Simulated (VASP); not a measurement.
# HoAuF4 (I4mm) in VASP: relaxation of cell and atoms with PBE

Aim: the relaxation of cell and atoms of HoAuF4 with PBE.

Program: VASP 6.6.1. These are calculated values, not measurements. Logs are shortened: lines on timing, memory, paths and dates and some standing lists are left out, and cuts for length are marked.

**1. The cell of the first run**

Symmetry: I4mm, No. 107, tetragonal system. Conventional cell: a = 5.460 Å, b = 5.460 Å, c = 5.853 Å, α = 90.00°, β = 90.00°, γ = 90.00°. Within 3.4 Å of Ho (site symmetry 4mm) lie 2 Au at 2.58 to 3.27 Å and 12 F at 2.71 to 3.05 Å. Within 2.6 Å of Au (site symmetry 4mm) lie 4 F at 1.92 Å and 1 Ho at 2.58 Å. F (site symmetry m) has 1 Au at 1.92 Å and 3 F at 2.26 to 2.27 Å within 2.6 Å.

The cell was generated, and may not be a known phase.

**2. Relaxation of cell and atoms, PBE**

File INCAR:

```
PREC     = Accurate       # precision mode
ENCUT    = 600            # plane-wave cutoff, eV
EDIFF    = 1E-7           # SCF threshold, eV
ISMEAR   = 0              # smearing method
SIGMA    = 0.15           # smearing width, eV
LREAL    = F              # projectors in reciprocal space
LASPH    = T              # aspherical terms in the spheres
NELM     = 200            # most SCF steps
ALGO     = Normal         # electronic algorithm
ISIF     = 3              # what is computed and relaxed
LWAVE    = F              # write WAVECAR
LCHARG   = F              # write CHGCAR
GGA      = PE             # functional
IBRION   = 2              # ionic algorithm
NSW      = 36             # ionic steps
EDIFFG   = -0.08          # ionic threshold
GGA_COMPAT= F            
NELMIN   = 4            
LMAXMIX  = 6              # l up to which the mixer works
```

File KPOINTS:

```
regular mesh
0
Gamma
  3 3 3
```

File POSCAR:

```
HoAuF4
1.0
   -2.7302246400      2.7302246400      2.9265846200
    2.7302246400     -2.7302246400      2.9265846200
    2.7302246400      2.7302246400     -2.9265846200
Ho Au F
1 1 4
Direct
    0.4310608900      0.4310608900      0.0000000000
    0.8719968300      0.8719968300      0.0000000000
    0.0560614100      0.7639964200      0.7079350100
    0.0560614100      0.3481264000      0.2920649900
    0.7639964200      0.0560614100      0.7079350100
    0.3481264000      0.0560614100      0.2920649900
```

Potentials or basis: VASP PAW PBE potentials, release 64 (Ho_3, Au, F), 4f in core.

Launch:

```sh
$ cat potpaw_PBE.64/Ho_3/POTCAR potpaw_PBE.64/Au/POTCAR potpaw_PBE.64/F/POTCAR > POTCAR
$ mpirun -np 1 vasp_std > vasp.out
```

OUTCAR:

```text
PREC = Accurate
   ENCUT = 600
   EDIFF = 1E-7
   ISMEAR = 0
   LREAL = F
   LASPH = T
   NELM = 200
   ISIF = 3
   GGA = PE
   IBRION = 2
   NSW = 36
   EDIFFG = -0.08
   NELMIN = 4

 ion  position               nearest neighbor table
   1  0.431  0.431  0.000-   2 2.58   3 2.71   5 2.71   4 2.71   6 2.71   2 3.27
   2  0.872  0.872  0.000-   4 1.92   6 1.92   5 1.92   3 1.92   1 2.58   1 3.27
   3  0.056  0.764  0.708-   2 1.92   1 2.71
   4  0.056  0.348  0.292-   2 1.92   1 2.71
   5  0.764  0.056  0.708-   2 1.92   1 2.71
   6  0.348  0.056  0.292-   2 1.92   1 2.71

  LATTYP: Found a body centered tetragonal cell.
 ALAT       =     5.4604492800
 C/A-ratio  =     1.0719208145

  Lattice vectors:

 A1 = (  -2.7302246400,   2.7302246400,   2.9265846200)
 A2 = (   2.7302246400,  -2.7302246400,   2.9265846200)
 A3 = (   2.7302246400,   2.7302246400,  -2.9265846200)

Analysis of symmetry for initial positions (statically):
=====================================================================
 Subroutine PRICEL returns:
 Original cell was already a primitive cell.

 Routine SETGRP: Setting up the symmetry group for a
 body centered tetragonal supercell.

 Subroutine GETGRP returns: Found  8 space group operations
 (whereof  8 operations were pure point group operations)
 out of a pool of 16 trial point group operations.

The static configuration has the point symmetry C_4v.

Analysis of symmetry for dynamics (positions and initial velocities):
=====================================================================
 Subroutine PRICEL returns:
 Original cell was already a primitive cell.

 Routine SETGRP: Setting up the symmetry group for a
 body centered tetragonal supercell.

 Subroutine GETGRP returns: Found  8 space group operations
 (whereof  8 operations were pure point group operations)
 out of a pool of 16 trial point group operations.

The dynamic configuration has the point symmetry C_4v.

 Subroutine INISYM returns: Found  8 space group operations
 (whereof  8 operations are pure point group operations),
 and found     1 'primitive' translations

----------------------------------------------------------------------------------------

                                     Primitive cell

  volume of cell :      87.2605

  direct lattice vectors                    reciprocal lattice vectors
    -2.730224640  2.730224640  2.926584620     0.000000000  0.183135114  0.170847614
     2.730224640 -2.730224640  2.926584620     0.183135114  0.000000000  0.170847614
[... 57 lines left out ...]
   number of dos      NEDOS =    301   number of ions     NIONS =      6
   total plane-waves  NPLWV =  64000
   dimension x,y,z NGX =    40 NGY =   40 NGZ =   40
   dimension x,y,z NGXF=    80 NGYF=   80 NGZF=   80
   ions per type =               1   1   4
   NGX,Y,Z   is equivalent  to a cutoff of  13.73, 13.73, 13.73 a.u.
   NGXF,Y,Z  is equivalent  to a cutoff of  27.45, 27.45, 27.45 a.u.
 SYSTEM =  unknown system
   PREC   = accura    normal or accurate (medium, high low for compatibility)
   ISTART =      0    job   : 0-new  1-cont  2-samecut
   ICHARG =      2    charge: 1-file 2-atom 10-const
   ISPIN  =      1    spin polarized calculation?
   LNONCOLLINEAR =      F non collinear calculations
   LSORBIT =      F    spin-orbit coupling
   LASPH  =      T    aspherical Exc in radial PAW
   ENCUT  =  600.0 eV  44.10 Ry    6.64 a.u.   9.68  9.68  9.68*2*pi/ulx,y,z
   NELM   =    200;   NELMIN=  4; NELMDL= -5     # of ELM steps
   EDIFF  = 0.1E-06   stopping-criterion for ELM
   LREAL  =      F    real-space projection
   EDIFFG = -.8E-01   stopping-criterion for IOM
   NSW    =     36    number of steps for IOM
   IBRION =      2    ionic relax: 0-MD 1-quasi-New 2-CG
   NFREE  =      1    steps in history (QN), initial steepest desc. (CG)
   ISIF   =      3    stress and relaxation
   ISYM   =      2    0-nonsym 1-usesym 2-fastsym
   POTIM  = 0.5000    time-step for ionic-motion
   TEBEG  =    0.0;   TEEND  =   0.0 temperature during run
   PSTRESS=    0.0 pullay stress
   NELECT =      48.0000    total number of electrons
   NUPDOWN=      -1.0000    fix difference up-down
   EMIN   =  10.00;   EMAX   =-10.00  energy-range for DOS
   EFERMI =   0.00;   METHOD = LEGACY
   ISMEAR =     0;   SIGMA  =   0.15  broadening in eV -4-tet -1-fermi 0-gaus
   EFERMI_NEDOS =   21; number of points for ismear=-14 and -15
   IALGO  =     38    algorithm
   IMIX   =      4    mixing-type and parameters
     AMIX     =   0.40;   BMIX     =  1.00
     AMIX_MAG =   1.60;   BMIX_MAG =  1.00
  volume/ion in A,a.u.               =      14.54        98.14
  Fermi-wavevector in a.u.,A,eV,Ry     =   1.341372  2.534826 24.480682  1.799279
  Thomas-Fermi vector in A             =   2.469611
   LORBIT       =      0    0 simple, 1 ext, 2 COOP (PROOUT), +10 PAW based schemes
   GGA     = PE    functional components
   LHFCALC =     F    Hartree Fock is set to
   AEXX    =    0.0000 exact exchange contribution
   IVDW    =     0    specifies the selected vdW correction
   LEPSILON=     F    determine dielectric tensor
   LRPA    =     F    only Hartree local field effects (RPA)
 conjugate gradient relaxation of ions
 non-spin polarized calculation
 Gauss-broadening in eV      SIGMA  =   0.15
  energy-cutoff  :      600.00
  volume of cell :       87.26
 maximum number of plane-waves:      2910
 NGX is ok and might be reduce to    40
   NGX = 19   NGY = 19   NGZ = 19

--------------------------------------- Ionic step        1  -------------------------------------------

 number of electron      48.0000004 magnetization

 Free energy of the ion-electron system (eV)
  ---------------------------------------------------
  ext. energy  EPLUGINS =         0.00000000
  ---------------------------------------------------
  free energy    TOTEN  =       -21.62199411 eV

  energy without entropy =      -21.57559384  energy(sigma->0) =      -21.59879397

 E-fermi :   3.6380     XC(G=0): -10.1674

 val. band max:        3.6325604307   @ k =  -0.3333   0.3333   0.0000
 cond. band min:       3.8722421349   @ k =   0.3333   0.0000   0.0000
 fundamental gap:      0.2396817043
 Fermi energy:         3.6380054217
[... 493 lines left out ...]
     27       6.2477      0.00000
     28       6.7111      0.00000

[... ionic steps 4 to 17 ...]

--------------------------------------- Ionic step       18  -------------------------------------------

 number of electron      48.0000007 magnetization

------------------------ aborting loop because EDIFF is reached ----------------------------------------
[... 75 lines left out ...]
--------------------------------------- Ionic step       20  -------------------------------------------

 number of electron      48.0000005 magnetization

 Free energy of the ion-electron system (eV)
  ---------------------------------------------------
  ext. energy  EPLUGINS =         0.00000000
  ---------------------------------------------------
  free energy    TOTEN  =       -27.53430548 eV

  energy without entropy =      -27.53300458  energy(sigma->0) =      -27.53365503

 E-fermi :  -0.6954     XC(G=0):  -8.9792

 val. band max:       -0.9655669575   @ k =  -0.3333   0.3333   0.0000
 cond. band min:      -0.4977599261   @ k =   0.0000   0.0000   0.0000
 fundamental gap:      0.4678070314
 Fermi energy:        -0.6953806832
[... 217 lines left out ...]
  FREE ENERGIE OF THE ION-ELECTRON SYSTEM (eV)
  ---------------------------------------------------
  free  energy   TOTEN  =       -27.5343054817 eV

  energy  without entropy=      -27.5330045763  energy(sigma->0) =      -27.53365503

 reached required accuracy - stopping structural energy minimisation
```

OSZICAR:

```text
N       E                     dE             d eps       ncg     rms          rms(c)
DAV:   1     0.694569011928E+03    0.69457E+03   -0.24592E+04   344   0.190E+03
DAV:   2     0.573070712353E+02   -0.63726E+03   -0.61022E+03   528   0.590E+02
DAV:   3    -0.239828040596E+02   -0.81290E+02   -0.79487E+02   564   0.195E+02
[... 237 lines left out ...]
DAV:   4    -0.275343143961E+02    0.50263E-04   -0.27954E-04   536   0.177E-01    0.338E-02
DAV:   5    -0.275343060037E+02    0.83924E-05   -0.72383E-05   520   0.840E-02    0.152E-02
DAV:   6    -0.275343059777E+02    0.25995E-07   -0.52114E-06   424   0.203E-02    0.811E-03
DAV:   7    -0.275343054727E+02    0.50498E-06   -0.14490E-06   496   0.941E-03    0.149E-03
DAV:   8    -0.275343054817E+02   -0.90176E-08   -0.66428E-08   204   0.228E-03
  20 F= -.27534305E+02 E0= -.27533655E+02  d E =-.441204E-02
```

CONTCAR:

```text
HoAuF4
   1.00000000000000
    -3.0040098681692662    3.0040098681692662    2.9682268297835459
     3.0040098681692662   -3.0040098681692662    2.9682268297835459
     3.0040098681692662    3.0040098681692662   -2.9682268297835459
  Ho              Au              F
     1     1     4
Direct
     0.2944417678673260    0.2944417678673260    0.0000000000000000
     0.8037807405002306    0.8037807405002306    0.0000000000000000
     0.1072702129081085    0.8113685243252885    0.7040983114171799
     0.1072702129081086    0.4031719014909286    0.2959016885828201
     0.8113685243252885    0.1072702129081085    0.7040983114171798
     0.4031719014909287    0.1072702129081085    0.2959016885828201

  0.00000000E+00  0.00000000E+00  0.00000000E+00
  0.00000000E+00  0.00000000E+00  0.00000000E+00
  0.00000000E+00  0.00000000E+00  0.00000000E+00
  0.00000000E+00  0.00000000E+00  0.00000000E+00
  0.00000000E+00  0.00000000E+00  0.00000000E+00
  0.00000000E+00  0.00000000E+00  0.00000000E+00
```

It took 5.4 min on 1 thread of Intel Xeon Platinum 8559C (Emerald Rapids), shared host; peak memory 0.25 GiB.

Results:

| Item | Value |
| --- | --- |
| Free energy | -27.5343 eV |
| Relaxed volume | 17.86 Å³/atom |
| Relaxed cell | a = 5.183 Å, b = 5.183 Å, c = 5.183 Å, α = 109.15°, β = 109.15°, γ = 110.12° |
| Space group after relaxing (to 0.1 Å) | I4mm (No. 107) |
| Energy gained by relaxing | 985.4 meV/atom |
| Ionic steps | 20 |
| Pressure after relaxing | 0.3 GPa |
| Largest force after relaxing | 0.054 eV/Å |
| Band gap on the k mesh | 0.47 eV (least direct gap 0.68 eV) |

Forces in eV/Å, atoms in the order of the input:
```
Ho   0.000  0.000  0.018
Au   0.000  0.000  0.033
F   -0.052  0.000 -0.013
F    0.052  0.000 -0.013
F    0.000 -0.052 -0.013
F    0.000  0.052 -0.013
```

Stress tensor (GPa, compression positive):
```
0.34 0.00 0.00
0.00 0.34 0.00
0.00 0.00 0.17
```

The path:
```
step  energy change (eV)  largest force (eV/Å)  pressure (GPa)  volume (Å³)
   1              0.0000               11.8282           24.07        87.26
   2              1.3522               11.2701           -2.00       117.63
   3             -2.5897                3.7898           -3.36        97.72
   4             -2.6350                3.5257           -2.44        96.74
   5             -2.6498                3.2669           -1.31        95.77
   6             -3.3461                3.4620           -1.97        95.18
   7             -5.1360                2.6800            4.74        93.02
   8             -4.9074                4.6549           12.75        92.06
   9             -5.1597                3.0133            6.19        92.80
  10             -5.4846                2.1011            5.51        95.81
  11             -5.5533                1.8694            5.84        97.97
  12             -5.7841                0.4934            0.25       102.58
  13             -5.7956                0.7623           -1.24       104.14
  14             -5.8689                0.4853           -0.44       104.49
  15             -5.8989                0.2354            0.72       104.86
  16             -5.8990                0.2340            0.67       104.85
  17             -5.9044                0.2141            0.26       105.58
  18             -5.9079                0.3300           -0.33       106.74
  19             -5.9116                0.1211            0.02       106.98
  20             -5.9123                0.0539            0.29       107.14
```

Final structure:
```
CELL_PARAMETERS angstrom
-3.00401 3.00401 2.96823
3.00401 -3.00401 2.96823
3.00401 3.00401 -2.96823
ATOMIC_POSITIONS crystal
Ho 0.29444 0.29444 0.00000
Au 0.80378 0.80378 0.00000
F 0.10727 0.81137 0.70410
F 0.10727 0.40317 0.29590
F 0.81137 0.10727 0.70410
F 0.40317 0.10727 0.29590
```

Caveat: the k points lie up to 0.50 Å⁻¹ apart in the final cell; the volume moved by over 15 % at a fixed basis, so the end points are rough; spin-orbit coupling is left out, which moves the levels of the heavy elements; the 4f electrons are frozen in the core, so they carry no moment and show no levels; the relaxation stopped at a loose force limit of 0.08 eV/Å, so its end isn't a converged minimum. Spin polarisation is off, so any magnetic state and its effect on volume and gap are missing.
